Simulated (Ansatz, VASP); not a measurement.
# Ta3AsAu2O13, level by level in two programs

```
CELL_PARAMETERS angstrom
5.24237 3.02668 4.14273
-5.24237 3.02668 4.14273
0.00000 -6.05337 4.14273
ATOMIC_POSITIONS crystal
Ta 0.23108 0.57229 0.23108
Ta 0.23108 0.23108 0.57229
Ta 0.57229 0.23108 0.23108
As 0.55878 0.55878 0.55878
Au 0.96559 0.96559 0.96559
Au 0.75105 0.75105 0.75105
O 0.40884 0.66762 0.40884
O 0.40884 0.40884 0.66762
O 0.66762 0.40884 0.40884
O 0.49726 0.01313 0.36024
O 0.36024 0.49726 0.01313
O 0.01313 0.36024 0.49726
O 0.36024 0.01313 0.49726
O 0.01313 0.49726 0.36024
O 0.49726 0.36024 0.01313
O 0.10963 0.74806 0.10963
O 0.10963 0.10963 0.74806
O 0.74806 0.10963 0.10963
O 0.30840 0.30840 0.30840
```

Single points on this cell with VASP 6.6.1 and Ansatz 0.2.0. Each row is one pair of runs. Alike in all rows: spin: off; k mesh: 4 × 4 × 4; smearing: fermi-dirac, width 0.05 eV; VASP's potentials, cutoff: VASP PAW PBE potentials, release 64 (Ta_pv, As, Au, O), 520 eV.

| level | Ansatz's potentials, cutoff | gap on the k mesh at the Fermi level (eV), VASP | gap on the k mesh at the Fermi level (eV), Ansatz | least direct gap on the mesh (eV), VASP | least direct gap on the mesh (eV), Ansatz | pressure (GPa), VASP | pressure (GPa), Ansatz |
| --- | --- | --- | --- | --- | --- | --- | --- |
| PBE | Ansatz PAW earlier set, 900 eV | 1.06 | 1.08 | 1.09 | 1.11 | 0.6 | 0.0 |
| PBE | JTH PAW, 1380 eV | 1.06 | 1.06 | 1.09 | 1.09 | 0.6 | 0.3 |
| PBE | Ansatz NC, 1240 eV | 1.06 | 1.06 | 1.09 | 1.10 | 0.6 | 0.1 |
| PBE | PseudoDojo standard (PBE files), 1143 eV | 1.06 | 1.07 | 1.09 | 1.10 | 0.6 | -0.4 |
| PBE | SPMS NC, 1034 eV | 1.06 | 1.07 | 1.09 | 1.10 | 0.6 | -0.4 |
| PBE | Ansatz PAW, 420 eV | 1.06 | 1.07 | 1.09 | 1.11 | 0.6 | 0.0 |

Gap on the k mesh at the fermi level (eV): the two programs differ by at most 0.018; least direct gap on the mesh (eV): the two programs differ by at most 0.016; pressure (GPa): the two programs differ by at most 1.02.

VASP's potentials hold 138 valence electrons a cell and Ansatz's 212; VASP's potentials hold 138 valence electrons a cell and Ansatz's 154; VASP's potentials hold 138 valence electrons a cell and Ansatz's 170, so a difference there can come from the potentials and not from the codes.

Spin-orbit coupling is off throughout.
